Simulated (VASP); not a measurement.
# Cd2In (Fd-3m) in VASP: single point with r2SCAN

Aim: the single point of Cd2In with r2SCAN.

Program: VASP 6.6.1. These are calculated values, not measurements. Logs are shortened: lines on timing, memory, paths and dates and some standing lists are left out, and cuts for length are marked.

**1. The cell of the first run**

Symmetry: Fd-3m, No. 227, cubic system. The conventional cell has a = 8.348 Å, b = 8.348 Å, c = 8.348 Å, α = 90.00°, β = 90.00°, γ = 90.00°. Cd (site symmetry -3m) has 6 Cd at 2.95 Å and 6 In at 3.46 Å within 3.9 Å. Within 4.5 Å of In (site symmetry -43m) lie 12 Cd at 3.46 Å and 4 In at 3.61 Å.

**2. Single point, r2SCAN**

Input file POSCAR:

```
Cd2In
1.0
    0.0000000000      4.1740201980      4.1740201980
    4.1740201980      0.0000000000      4.1740201980
    4.1740201980      4.1740201980      0.0000000000
Cd In
4 2
Direct
    0.6250000000      0.6250000000      0.6250000000
    0.1250000000      0.6250000000      0.6250000000
    0.6250000000      0.6250000000      0.1250000000
    0.6250000000      0.1250000000      0.6250000000
    0.0000000000      0.0000000000      0.0000000000
    0.2500000000      0.2500000000      0.2500000000
```

Input file INCAR.step1:

```
SYSTEM = Cd2In
PREC     = Accurate       ! precision mode
ENCUT    = 520            ! plane-wave cutoff, eV
ISMEAR   = 0              ! smearing method
SIGMA    = 0.1            ! smearing width, eV
LREAL    = .FALSE.        ! projectors in reciprocal space
LASPH    = .TRUE.         ! aspherical terms in the spheres
NELM     = 100            ! most SCF steps
NBANDS   = 46             ! bands
GGA      = PE             ! functional
ALGO     = Normal         ! electronic algorithm
EDIFF    = 1E-4           ! SCF threshold, eV
LWAVE    = .TRUE.         ! write WAVECAR
LCHARG   = .FALSE.        ! write CHGCAR
```

Input file INCAR.step2:

```
SYSTEM = Cd2In
PREC     = Accurate       ! precision mode
ENCUT    = 520            ! plane-wave cutoff, eV
EDIFF    = 1E-6           ! SCF threshold, eV
ISMEAR   = 0              ! smearing method
SIGMA    = 0.1            ! smearing width, eV
LREAL    = .FALSE.        ! projectors in reciprocal space
LASPH    = .TRUE.         ! aspherical terms in the spheres
NELM     = 100            ! most SCF steps
ALGO     = Normal         ! electronic algorithm
ISIF     = 2              ! what is computed and relaxed
LWAVE    = .FALSE.        ! write WAVECAR
LCHARG   = .FALSE.        ! write CHGCAR
METAGGA  = R2SCAN         ! meta-GGA
LMIXTAU  = .TRUE.       
NBANDS   = 46             ! bands
ISTART   = 1
```

Input file KPOINTS:

```
regular mesh
0
G
  8 8 8
  0 0 0
```

Potentials or basis: VASP PAW PBE potentials, release 64 (Cd, In_d).

Command:

```bash
> cat potpaw_PBE.64/Cd/POTCAR potpaw_PBE.64/In_d/POTCAR > POTCAR
> cp INCAR.step1 INCAR
> mpirun -np 1 vasp_std > vasp.out
> cp INCAR.step2 INCAR
> mpirun -np 1 vasp_std > vasp.out
```

OUTCAR:

```text
SYSTEM = Cd2In
   PREC = Accurate
   ENCUT = 520
   EDIFF = 1E-6
   ISMEAR = 0
   LREAL = .FALSE.
   LASPH = .TRUE.
   NELM = 100
   ISIF = 2
   METAGGA = R2SCAN
   ISTART = 1

 ion  position               nearest neighbor table
   1  0.625  0.625  0.625-   2 2.95   3 2.95   4 2.95   3 2.95   4 2.95   2 2.95   6 3.46   5 3.46
                             6 3.46   5 3.46   6 3.46   5 3.46
   2  0.125  0.625  0.625-   1 2.95   3 2.95   4 2.95   1 2.95   3 2.95   4 2.95   6 3.46   5 3.46
                             5 3.46   6 3.46   5 3.46   6 3.46
   3  0.625  0.625  0.125-   1 2.95   1 2.95   2 2.95   4 2.95   4 2.95   2 2.95   6 3.46   5 3.46
                             6 3.46   5 3.46   6 3.46   5 3.46
   4  0.625  0.125  0.625-   1 2.95   3 2.95   1 2.95   2 2.95   3 2.95   2 2.95   6 3.46   5 3.46
                             6 3.46   5 3.46   6 3.46   5 3.46
   5  0.000  0.000  0.000-   2 3.46   3 3.46   4 3.46   1 3.46   2 3.46   3 3.46   1 3.46   2 3.46
                             4 3.46   1 3.46   3 3.46   4 3.46   6 3.61   6 3.61   6 3.61   6 3.61
   6  0.250  0.250  0.250-   2 3.46   3 3.46   4 3.46   1 3.46   2 3.46   4 3.46   1 3.46   2 3.46
                             3 3.46   1 3.46   3 3.46   4 3.46   5 3.61   5 3.61   5 3.61   5 3.61

  LATTYP: Found a face centered cubic cell.
 ALAT       =     8.3480403960

  Lattice vectors:

 A1 = (   0.0000000000,   4.1740201980,   4.1740201980)
 A2 = (   4.1740201980,   0.0000000000,   4.1740201980)
 A3 = (   4.1740201980,   4.1740201980,   0.0000000000)

Analysis of symmetry for initial positions (statically):
=====================================================================
 Subroutine PRICEL returns:
 Original cell was already a primitive cell.

 Routine SETGRP: Setting up the symmetry group for a
 face centered cubic supercell.

 Subroutine GETGRP returns: Found 48 space group operations
 (whereof 24 operations were pure point group operations)
 out of a pool of 48 trial point group operations.

The static configuration has the point symmetry T_d .
 The point group associated with its full space group is O_h .

Analysis of symmetry for dynamics (positions and initial velocities):
=====================================================================
 Subroutine PRICEL returns:
 Original cell was already a primitive cell.

 Routine SETGRP: Setting up the symmetry group for a
 face centered cubic supercell.

 Subroutine GETGRP returns: Found 48 space group operations
 (whereof 24 operations were pure point group operations)
 out of a pool of 48 trial point group operations.

The dynamic configuration has the point symmetry T_d .
 The point group associated with its full space group is O_h .

[... 113 lines left out ...]
   ISYM   =      2    0-nonsym 1-usesym 2-fastsym
   POTIM  = 0.5000    time-step for ionic-motion
   TEBEG  =    0.0;   TEEND  =   0.0 temperature during run
   PSTRESS=    0.0 pullay stress
   NELECT =      74.0000    total number of electrons
   NUPDOWN=      -1.0000    fix difference up-down
   EMIN   =  10.00;   EMAX   =-10.00  energy-range for DOS
   EFERMI =   0.00;   METHOD = LEGACY
   ISMEAR =     0;   SIGMA  =   0.10  broadening in eV -4-tet -1-fermi 0-gaus
   EFERMI_NEDOS =   21; number of points for ismear=-14 and -15
   IALGO  =     38    algorithm
   IMIX   =      4    mixing-type and parameters
     AMIX     =   0.40;   BMIX     =  1.00
     AMIX_MAG =   1.60;   BMIX_MAG =  1.00
  volume/ion in A,a.u.               =      24.24       163.58
  Fermi-wavevector in a.u.,A,eV,Ry     =   1.306936  2.469750 23.239849  1.708081
  Thomas-Fermi vector in A             =   2.437704
   LORBIT       =      0    0 simple, 1 ext, 2 COOP (PROOUT), +10 PAW based schemes
   METAGGA = R2SCAN    functional components
   LHFCALC =     F    Hartree Fock is set to
   AEXX    =    0.0000 exact exchange contribution
   IVDW    =     0    specifies the selected vdW correction
   LEPSILON=     F    determine dielectric tensor
   LRPA    =     F    only Hartree local field effects (RPA)
 non-spin polarized calculation
 Gauss-broadening in eV      SIGMA  =   0.10
  energy-cutoff  :      520.00
  volume of cell :      145.44
 maximum number of plane-waves:      3944
 NGX is ok and might be reduce to    48
   NGX = 21   NGY = 21   NGZ = 21

 number of electron      74.0000009 magnetization

 Free energy of the ion-electron system (eV)
  ---------------------------------------------------
  ext. energy  EPLUGINS =         0.00000000
  ---------------------------------------------------
  free energy    TOTEN  =      -125.11233437 eV

  energy without entropy =     -125.10258423  energy(sigma->0) =     -125.10745930

 E-fermi :   4.2731     XC(G=0): -11.2637

 val. band max:        4.2217813201   @ k =   0.2500   0.1250   0.0000
 cond. band min:       4.3085584988   @ k =   0.1250   0.0000   0.0000
 fundamental gap:      0.0867771788
 Fermi energy:         4.2731481004

 k-point     1 :       0.0000    0.0000    0.0000
  band No.  band energies     occupation
      1     -10.8011      2.00000
      2     -10.8011      2.00000
      3     -10.8011      2.00000
      4     -10.7983      2.00000
      5     -10.7983      2.00000
      6     -10.7141      2.00000
[... 1165 lines left out ...]
     45       9.9559      0.00000
     46      10.0474      0.00000

 [... further k-points ...]

------------------------ aborting loop because EDIFF is reached ----------------------------------------

  FORCE on cell =-STRESS in cart. coord.  units (eV):
  Direction    XX          YY          ZZ          XY          YZ          ZX
  --------------------------------------------------------------------------------------
  -------------------------------------------------------------------------------------
  Total        0.2045182      0.2045182      0.2045182     -0.0000000     -0.0000000      0.0000000
  in kB        2.2529358      2.2529358      2.2529358     -0.0000000     -0.0000000      0.0000000
  external PRESSURE =       2.2529358 kB  Pullay stress =       0.0000000 kB

 VOLUME and BASIS-vectors are now :
 -----------------------------------------------------------------------------
  energy-cutoff  :      520.00
  volume of cell :      145.44
      direct lattice vectors                 reciprocal lattice vectors
     0.000000000  4.174020198  4.174020198    -0.119788591  0.119788591  0.119788591
     4.174020198  0.000000000  4.174020198     0.119788591 -0.119788591  0.119788591
     4.174020198  4.174020198  0.000000000     0.119788591  0.119788591 -0.119788591

 POSITION                                       TOTAL-FORCE (eV/Angst)
 -----------------------------------------------------------------------------------
      5.21753      5.21753      5.21753         0.000000      0.000000      0.000000
      5.21753      3.13052      3.13052         0.000000      0.000000      0.000000
      3.13052      3.13052      5.21753         0.000000      0.000000      0.000000
      3.13052      5.21753      3.13052         0.000000      0.000000      0.000000
      0.00000      0.00000      0.00000        -0.000000      0.000000      0.000000
      2.08701      2.08701      2.08701         0.000000     -0.000000     -0.000000
 -----------------------------------------------------------------------------------
    total drift:                                0.000000      0.000000     -0.000000

  FREE ENERGIE OF THE ION-ELECTRON SYSTEM (eV)
  ---------------------------------------------------
  free  energy   TOTEN  =      -125.1123343668 eV

  energy  without entropy=     -125.1025842277  energy(sigma->0) =     -125.10745930
```

OUTCAR.step1:

```text
SYSTEM = Cd2In
   PREC = Accurate
   ENCUT = 520
   ISMEAR = 0
   LREAL = .FALSE.
   LASPH = .TRUE.
[... 1421 lines left out ...]
      3.13052      5.21753      3.13052        -0.000000      0.000000      0.000000
      0.00000      0.00000      0.00000         0.000000      0.000000      0.000000
      2.08701      2.08701      2.08701        -0.000000     -0.000000     -0.000000
 -----------------------------------------------------------------------------------
    total drift:                                0.000000      0.000000     -0.000000

  FREE ENERGIE OF THE ION-ELECTRON SYSTEM (eV)
  ---------------------------------------------------
  free  energy   TOTEN  =        -7.7900722295 eV

  energy  without entropy=       -7.7807258909  energy(sigma->0) =       -7.78539906
```

OSZICAR.step1:

```text
N       E                     dE             d eps       ncg     rms          rms(c)
DAV:   1     0.797560165788E+03    0.79756E+03   -0.35602E+04  2688   0.192E+03
DAV:   2     0.737820266353E+02   -0.72378E+03   -0.69704E+03  2704   0.530E+02
DAV:   3    -0.527467935824E+01   -0.79057E+02   -0.77388E+02  2848   0.185E+02
DAV:   4    -0.811354225622E+01   -0.28389E+01   -0.28281E+01  3062   0.342E+01
DAV:   5    -0.822832902985E+01   -0.11479E+00   -0.11476E+00  3970   0.676E+00    0.677E+00
DAV:   6    -0.780715820749E+01    0.42117E+00   -0.12784E+00  3012   0.798E+00    0.588E+00
DAV:   7    -0.779182130572E+01    0.15337E-01   -0.16118E-01  2856   0.197E+00    0.309E+00
DAV:   8    -0.779004657530E+01    0.17747E-02   -0.19799E-02  3156   0.132E+00    0.281E-01
DAV:   9    -0.779002526544E+01    0.21310E-04   -0.32545E-03  3140   0.426E-01    0.764E-02
DAV:  10    -0.779007222952E+01   -0.46964E-04   -0.48984E-04  2402   0.176E-01
   1 F= -.77900722E+01 E0= -.77853991E+01  d E =-.934634E-02
```

It took 17 min on 1 thread of Intel Xeon Platinum 8488C (Sapphire Rapids), shared host; peak memory 0.45 GiB.

What came out:

```
Free energy            : -125.1123 eV
Pressure               : 0.2 GPa
Band gap on the k mesh : zero (bands 37 and 38 overlap by 3.78 eV)
```

Caveat: the PAW data sets were made with another functional, which shifts forces and pressure a little; spin-orbit coupling is left out, which moves the levels of the heavy elements.

The gap in the log of VASP goes by the Fermi energy; the results here count the filled bands.